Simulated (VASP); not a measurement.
Set up this calculation in VASP 6.6.1, as the native input.

```
Task                   : single point
Functional             : PBEsol
Potentials or basis    : VASP PAW PBE potentials, release 64 (Ni, Si)
Cutoff                 : 520 eV
k mesh                 : 6 × 6 × 6
Occupations            : fermi-dirac, width 0.05 eV
Spin                   : collinear spin, ferromagnetic start
Starting moments       : [1.26667, 1.26667, 1.26667, 0.0] μB
Fixed moment           : 3.8 μB
Dipole correction      : no
Further INCAR settings : ALGO = Normal; EDIFF = 1e-07; NBANDS = 29
```

The structure of SiNi3 lies in POSCAR:

```
SiNi3
1.0
    3.5420000000      0.0000000000      0.0000000000
    0.0000000000      3.5420000000      0.0000000000
    0.0000000000      0.0000000000      3.5420000000
Ni Si
3 1
Direct
    0.5000000000      0.5000000000      0.0000000000
    0.5000000000      0.0000000000      0.5000000000
    0.0000000000      0.5000000000      0.5000000000
    0.0000000000      0.0000000000      0.0000000000
```

The input as run:

INCAR

```
  PREC = Accurate
  ENCUT = 520
  EDIFF = 1E-7
  ISMEAR = -1
  SIGMA = 0.05
  LREAL = F
  LASPH = T
  NELM = 150
  ALGO = Normal
  ISIF = 2
  LWAVE = F
  LCHARG = F
  ISPIN = 2
  MAGMOM = 1.26667 1.26667 1.26667 0
  LORBIT = 11
  NUPDOWN = 3.8
  LMAXMIX = 4
  GGA = PS
  NBANDS = 29
```

KPOINTS

```
regular mesh
0
Gamma
  6 6 6
```

Potentials or basis: VASP PAW PBE potentials, release 64 (Ni, Si).

Command:

```console
$ cat potpaw_PBE.64/Ni/POTCAR potpaw_PBE.64/Si/POTCAR > POTCAR
$ mpirun -np 1 vasp_std > vasp.out
```

It gave:

```yaml
Pressure: -1.0 GPa
Net_moment: 3.80 μB per cell
Site_moments: Ni +1.09; Si +0.22 μB
Valence_electrons_inside_the_program's_atomic_spheres: Ni 9.36; Si 1.60
```

Caveat: the PAW data sets were made with another functional, which shifts forces and pressure a little; the total moment is fixed, so each spin has its own Fermi level.

Run time: 29 s on 1 thread of Intel(R) Xeon(R) 6975P-C (Granite Rapids) (shared host), peak memory 0.19 GiB.
